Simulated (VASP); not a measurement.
Wanted: the native input for a VASP 6.6.1 run.

```
Task                   : relaxation of cell and atoms
Functional             : LDA
Potentials or basis    : VASP PAW LDA potentials, release 64 (Ga_d, P)
Cutoff                 : 600 eV
k mesh                 : 8 × 8 × 8
Occupations            : fermi-dirac, width 0.02 eV
Spin                   : no spin polarisation
Dipole correction      : no
Further INCAR settings : ALGO = Normal; EDIFF = 1e-06; IBRION = 2; EDIFFG = -0.005; NSW = 80; ISIF = 3
```

The structure of GaP lies in POSCAR:

```
GaP
1.0
    0.0000000000      2.7525368039      2.7525368039
    2.7525368039      0.0000000000      2.7525368039
    2.7525368039      2.7525368039      0.0000000000
Ga P
1 1
Direct
    0.0000000000      0.0000000000      0.0000000000
    0.2500000000      0.2500000000      0.2500000000
```

These files were run (other wordings do the same):

INCAR

```
SYSTEM = GaP
PREC = Accurate ; ENCUT = 600
EDIFF = 1E-6 ; ISMEAR = -1
SIGMA = 0.02 ; LREAL = .False.
LASPH = .True. ; NELM = 80
ALGO = Normal ; ISIF = 3
LWAVE = .False. ; LCHARG = .False.
GGA = CA ; IBRION = 2
NSW = 80 ; EDIFFG = -0.005
```

KPOINTS

```
regular mesh
0
Gamma
  8 8 8
  0 0 0
```

Potentials or basis: VASP PAW LDA potentials, release 64 (Ga_d, P).

Command:

```sh
$ cat potpaw_LDA.64/Ga_d/POTCAR potpaw_LDA.64/P/POTCAR > POTCAR
$ mpirun -np 1 vasp_std > vasp.out
```

It gave:

| Quantity | Value |
| --- | --- |
| Relaxed volume | 19.61 Å³/atom |
| Relaxed cell | a = 3.814 Å, b = 3.814 Å, c = 3.814 Å, α = 60.00°, β = 60.00°, γ = 60.00° |
| Space group after relaxing (to 0.1 Å) | F-43m (No. 216) |
| Energy gained by relaxing | 19.9 meV/atom |
| Ionic steps | 6 |
| Pressure after relaxing | 0.0 GPa |
| Band gap on the k mesh | 1.43 eV (least direct gap 1.90 eV) |

Wall time 42 s on 1 thread of Intel(R) Xeon(R) Platinum 8259CL CPU @ 2.50GHz (Skylake/Cascade Lake) (shared host), peak memory 0.17 GiB.
